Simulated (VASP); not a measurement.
# CaSe (P4mm) in VASP: a series of runs

CaSe is run at these levels: PBE; tasks: single point, relaxation of cell and atoms.

All numbers are computed with VASP 6.6.1; they aren't measurements. Logs are shortened: lines on timing, memory, paths and dates and some standing lists are left out, and cuts for length are marked.

## (1) The cell of the first run

Symmetry: P4mm, No. 99, tetragonal system. The conventional cell has a = 3.502 Å, b = 3.502 Å, c = 4.409 Å, α = 90.00°, β = 90.00°, γ = 90.00°. Within 2.7 Å of Ca (site symmetry 4mm) lie 2 Se at 2.05 to 2.36 Å. Se (site symmetry 4mm) has 2 Ca at 2.05 to 2.36 Å within 2.7 Å.

The cell was generated, and may not be a known phase.

## (2) Single point, PBE

Input file INCAR:

```
SYSTEM = CaSe
PREC     = Accurate       ! precision mode
ENCUT    = 520            ! plane-wave cutoff, eV
EDIFF    = 1E-6           ! SCF threshold, eV
ISMEAR   = 0              ! smearing method
SIGMA    = 0.1            ! smearing width, eV
LREAL    = .FALSE.        ! projectors in reciprocal space
LASPH    = .TRUE.         ! aspherical terms in the spheres
NELM     = 60             ! most SCF steps
ALGO     = Normal         ! electronic algorithm
ISIF     = 2              ! what is computed and relaxed
LWAVE    = .FALSE.        ! write WAVECAR
LCHARG   = .FALSE.        ! write CHGCAR
GGA      = PE             ! functional
NBANDS   = 15             ! bands
```

Input file KPOINTS:

```
Automatic mesh
0
G
  6 6 4
  0 0 0
```

Input file POSCAR:

```
CaSe
1.0
    3.5016167000      0.0000000000      0.0000000000
    0.0000000000      3.5016167000      0.0000000000
    0.0000000000      0.0000000000      4.4090174000
Ca Se
1 1
Direct
    0.5000000000      0.5000000000      0.5233544100
    0.5000000000      0.5000000000      0.9873053800
```

Potentials or basis: VASP PAW PBE potentials, release 64 (Ca_sv, Se).

The run is started by

```sh
$ cat potpaw_PBE.64/Ca_sv/POTCAR potpaw_PBE.64/Se/POTCAR > POTCAR
$ mpirun -np 1 vasp_std > vasp.out
```

OUTCAR:

```text
SYSTEM = CaSe
   PREC = Accurate
   ENCUT = 520
   EDIFF = 1E-6
   ISMEAR = 0
   LREAL = .FALSE.
   LASPH = .TRUE.
   NELM = 60
   ISIF = 2
   GGA = PE

 ion  position               nearest neighbor table
   1  0.500  0.500  0.523-   2 2.05   2 2.36
   2  0.500  0.500  0.987-   1 2.05   1 2.36

  LATTYP: Found a simple tetragonal cell.
 ALAT       =     3.5016167000
 C/A-ratio  =     1.2591376435

  Lattice vectors:

 A1 = (   3.5016167000,   0.0000000000,   0.0000000000)
 A2 = (   0.0000000000,   3.5016167000,   0.0000000000)
 A3 = (   0.0000000000,   0.0000000000,   4.4090174000)

Analysis of symmetry for initial positions (statically):
=====================================================================
 Subroutine PRICEL returns:
 Original cell was already a primitive cell.

 Routine SETGRP: Setting up the symmetry group for a
 simple tetragonal supercell.

 Subroutine GETGRP returns: Found  8 space group operations
 (whereof  8 operations were pure point group operations)
 out of a pool of 16 trial point group operations.

The static configuration has the point symmetry C_4v.

Analysis of symmetry for dynamics (positions and initial velocities):
=====================================================================
 Subroutine PRICEL returns:
 Original cell was already a primitive cell.

 Routine SETGRP: Setting up the symmetry group for a
 simple tetragonal supercell.

 Subroutine GETGRP returns: Found  8 space group operations
 (whereof  8 operations were pure point group operations)
 out of a pool of 16 trial point group operations.

The dynamic configuration has the point symmetry C_4v.

 Subroutine INISYM returns: Found  8 space group operations
 (whereof  8 operations are pure point group operations),
 and found     1 'primitive' translations

----------------------------------------------------------------------------------------

                                     Primitive cell

  volume of cell :      54.0604

  direct lattice vectors                    reciprocal lattice vectors
     3.501616700  0.000000000  0.000000000     0.285582371  0.000000000  0.000000000
     0.000000000  3.501616700  0.000000000     0.000000000  0.285582371  0.000000000
     0.000000000  0.000000000  4.409017400     0.000000000  0.000000000  0.226807905

  length of vectors
     3.501616700  3.501616700  4.409017400     0.285582371  0.285582371  0.226807905

  position of ions in fractional coordinates (direct lattice)
     0.500000000  0.500000000  0.523354410
     0.500000000  0.500000000  0.987305380

  ion indices of the primitive-cell ions
[... 87 lines left out ...]
   NUPDOWN=      -1.0000    fix difference up-down
   EMIN   =  10.00;   EMAX   =-10.00  energy-range for DOS
   EFERMI =   0.00;   METHOD = LEGACY
   ISMEAR =     0;   SIGMA  =   0.10  broadening in eV -4-tet -1-fermi 0-gaus
   EFERMI_NEDOS =   21; number of points for ismear=-14 and -15
   IALGO  =     38    algorithm
   IMIX   =      4    mixing-type and parameters
     AMIX     =   0.40;   BMIX     =  1.00
     AMIX_MAG =   1.60;   BMIX_MAG =  1.00
  volume/ion in A,a.u.               =      27.03       182.41
  Fermi-wavevector in a.u.,A,eV,Ry     =   1.090993  2.061677 16.194537  1.190265
  Thomas-Fermi vector in A             =   2.227229
   LORBIT       =      0    0 simple, 1 ext, 2 COOP (PROOUT), +10 PAW based schemes
   GGA     = PE    functional components
   LHFCALC =     F    Hartree Fock is set to
   AEXX    =    0.0000 exact exchange contribution
   IVDW    =     0    specifies the selected vdW correction
   LEPSILON=     F    determine dielectric tensor
   LRPA    =     F    only Hartree local field effects (RPA)
 non-spin polarized calculation
 Gauss-broadening in eV      SIGMA  =   0.10
  energy-cutoff  :      520.00
  volume of cell :       54.06
 maximum number of plane-waves:      1475
 NGX is ok and might be reduce to    28
   NGX = 13   NGY = 13   NGZ = 17

 number of electron      15.9999997 magnetization

 Free energy of the ion-electron system (eV)
  ---------------------------------------------------
  ext. energy  EPLUGINS =         0.00000000
  ---------------------------------------------------
  free energy    TOTEN  =        -2.71047948 eV

  energy without entropy =       -2.70502415  energy(sigma->0) =       -2.70775181

 E-fermi :   3.2531     XC(G=0):  -8.6951

 val. band max:        3.2286503135   @ k =   0.3333   0.1667   0.0000
 cond. band min:       3.3214056152   @ k =   0.3333   0.0000   0.0000
 fundamental gap:      0.0927553017
 Fermi energy:         3.2531014426

 k-point     1 :       0.0000    0.0000    0.0000
  band No.  band energies     occupation
      1     -37.2175      2.00000
      2     -19.0254      2.00000
      3     -18.2082      2.00000
      4     -18.2082      2.00000
      5      -9.8654      2.00000
      6       1.9806      2.00000
      7       2.6443      2.00000
      8       2.9883      1.99982
      9       2.9883      1.99982
     10       4.8914      0.00000
     11       7.0635      0.00000
     12       7.0635      0.00000
     13       8.5684      0.00000
     14       9.5378      0.00000
[... 401 lines left out ...]
      2     -19.2126      2.00000
      3     -18.4411      2.00000
      4     -18.1769      2.00000
      5      -7.7755      2.00000
      6      -1.1985      2.00000
      7      -0.3751      2.00000
      8       2.4025      2.00000
      9       4.6090      0.00000
     10       4.7249      0.00000
     11       7.3162      0.00000
     12       9.1040      0.00000
     13       9.8562      0.00000
     14      10.4253      0.00000
     15      10.6645      0.00000

 [... further k-points ...]

------------------------ aborting loop because EDIFF is reached ----------------------------------------

  FORCE on cell =-STRESS in cart. coord.  units (eV):
  Direction    XX          YY          ZZ          XY          YZ          ZX
  --------------------------------------------------------------------------------------
  -------------------------------------------------------------------------------------
  Total        2.7990111      2.7990111     32.4190676      0.0000000      0.0000000      0.0000000
  in kB       82.9537786     82.9537786    960.7979783      0.0000000      0.0000000      0.0000000
  external PRESSURE =     375.5685118 kB  Pullay stress =       0.0000000 kB

 VOLUME and BASIS-vectors are now :
 -----------------------------------------------------------------------------
  energy-cutoff  :      520.00
  volume of cell :       54.06
      direct lattice vectors                 reciprocal lattice vectors
     3.501616700  0.000000000  0.000000000     0.285582371  0.000000000  0.000000000
     0.000000000  3.501616700  0.000000000     0.000000000  0.285582371  0.000000000
     0.000000000  0.000000000  4.409017400     0.000000000  0.000000000  0.226807905

 POSITION                                       TOTAL-FORCE (eV/Angst)
 -----------------------------------------------------------------------------------
      1.75081      1.75081      2.30748         0.000000     -0.000000     -7.952576
      1.75081      1.75081      4.35305         0.000000      0.000000      7.952576
 -----------------------------------------------------------------------------------
    total drift:                                0.000000      0.000000     -0.000260

  FREE ENERGIE OF THE ION-ELECTRON SYSTEM (eV)
  ---------------------------------------------------
  free  energy   TOTEN  =        -2.7104794776 eV

  energy  without entropy=       -2.7050241509  energy(sigma->0) =       -2.70775181
```

It took 41 s on 1 thread of Oxide Virtual Turin-like, shared host; peak memory 0.15 GiB.

Results:

| Item | Value |
| --- | --- |
| Free energy | -2.7105 eV |
| Pressure | 37.6 GPa |
| Largest force | 7.953 eV/Å |
| Band gap on the k mesh | zero (bands 8 and 9 overlap by 1.41 eV) |

Forces on the atoms (eV/Å):
```
Ca   0.000  0.000 -7.953
Se   0.000  0.000  7.953
```

Caveat: the stress differs along the axes, from 8 to 96 GPa; forces of over 1 eV/Å act on the atoms, so gaps and moduli don't describe the material at rest.

## (3) Relaxation of cell and atoms, PBE

Input file INCAR:

```
SYSTEM = CaSe
PREC     = Accurate       ! precision mode
ENCUT    = 600            ! plane-wave cutoff, eV
EDIFF    = 1E-7           ! SCF threshold, eV
ISMEAR   = 0              ! smearing method
SIGMA    = 0.1            ! smearing width, eV
LREAL    = .False.        ! projectors in reciprocal space
LASPH    = .True.         ! aspherical terms in the spheres
NELM     = 80             ! most SCF steps
ALGO     = Normal         ! electronic algorithm
ISIF     = 3              ! what is computed and relaxed
LWAVE    = .False.        ! write WAVECAR
LCHARG   = .False.        ! write CHGCAR
GGA      = PE             ! functional
IBRION   = 2              ! ionic algorithm
NSW      = 90             ! ionic steps
EDIFFG   = -0.04          ! ionic threshold
```

Input file KPOINTS:

```
regular mesh
0
Gamma
  6 6 4
  0 0 0
```

POSCAR is that of step 2.

Potentials or basis: VASP PAW PBE potentials, release 64 (Ca_sv, Se).

The run is started by

```sh
$ cat potpaw_PBE.64/Ca_sv/POTCAR potpaw_PBE.64/Se/POTCAR > POTCAR
$ mpirun -np 1 vasp_std > vasp.out
```

It took 17 min on 1 thread of Oxide Virtual Turin-like, shared host; peak memory 0.16 GiB.

Results (log left out):

```
Free energy                           : -6.8019 eV
Relaxed cell                          : a = 5.893 Å, b = 5.893 Å, c = 5.270 Å, α = 90.00°, β = 90.00°, γ = 90.00°
Space group after relaxing (to 0.1 Å) : P4/mmm (No. 123)
Energy gained by relaxing             : 2045.5 meV/atom
Ionic steps                           : 30
Pressure after relaxing               : 0.0 GPa
Largest force after relaxing          : 0.006 eV/Å
Band gap on the k mesh                : 1.53 eV (least direct gap 1.56 eV)
```

Forces on the atoms (eV/Å):
```
Ca   0.000  0.000 -0.006
Se   0.000  0.000  0.006
```

Step by step:
```tsv
step	energy change (eV)	largest force (eV/Å)	pressure (GPa)	volume (Å³)
1	0.0000	7.9511	37.59	54.06
2	-2.0604	0.7348	-2.81	109.85
3	-2.1505	0.6078	-2.63	105.31
4	-2.2308	0.4578	-2.47	101.41
5	-2.8122	2.0933	1.30	76.58
6	-2.7489	4.0425	9.05	65.65
7	-2.8036	2.6369	2.57	74.34
8	-2.9207	0.1784	-3.07	81.96
9	-2.9925	0.7762	-1.50	78.68
10	-3.1868	0.8473	-1.04	77.06
11	-3.2460	1.4815	7.06	71.58
12	-3.3359	0.8722	0.28	75.37
13	-3.4371	0.2935	2.53	73.53
14	-3.4963	0.8351	2.11	79.51
15	-3.4966	0.7754	2.11	79.20
16	-3.5902	0.4950	-0.04	89.44
17	-3.6090	0.3529	-1.05	96.75
18	-3.6557	0.3144	-1.02	100.14
19	-3.7892	0.1973	-0.88	110.60
20	-3.9805	0.1124	-0.30	132.75
21	-3.9957	1.2999	0.97	181.57
22	-4.0519	0.6100	0.42	157.66
23	-4.0516	0.6853	0.50	160.66
24	-4.0787	0.4619	0.12	175.26
25	-4.0842	0.3180	-0.14	186.38
26	-4.0843	0.3362	-0.10	184.88
27	-4.0891	0.1807	0.02	183.55
28	-4.0900	0.0790	0.10	182.75
29	-4.0908	0.0349	-0.05	183.13
30	-4.0909	0.0057	-0.01	183.03
```

Final structure:
```
CELL_PARAMETERS angstrom
5.89338 0.00000 0.00000
0.00000 5.89338 0.00000
0.00000 0.00000 5.26981
ATOMIC_POSITIONS crystal
Ca 0.50000 0.50000 0.50538
Se 0.50000 0.50000 0.00528
```

Levels at points of the mesh, in eV from the valence-band top:
```tsv
k point	band 4	band 5	band 6	band 7	band 8	band 9	band 10	band 11	band 12
(0.00, 0.00, 0.00)	-21.81	-10.48	-0.37	-0.03	-0.03	1.53	3.23	3.55	3.55
(0.50, 0.00, 0.00)	-21.81	-10.47	-0.35	-0.34	0.00	2.25	3.42	3.57	3.74
(0.50, 0.50, 0.00)	-21.81	-10.47	-0.33	-0.28	-0.28	3.12	3.23	3.44	3.44
(0.00, 0.00, 0.50)	-21.83	-10.15	-2.00	-0.33	-0.33	2.17	3.43	3.82	4.32
(0.50, 0.00, 0.50)	-21.83	-10.15	-1.97	-0.53	-0.31	2.70	3.41	3.69	3.82
(0.50, 0.50, 0.50)	-21.83	-10.14	-1.94	-0.50	-0.50	3.42	3.43	3.89	3.89
```

Caveat: the volume moved by over 15 % at a fixed basis, so the end points are rough. A k mesh can miss the band edges.

The gap in the log of VASP goes by the Fermi energy; the results here count the filled bands.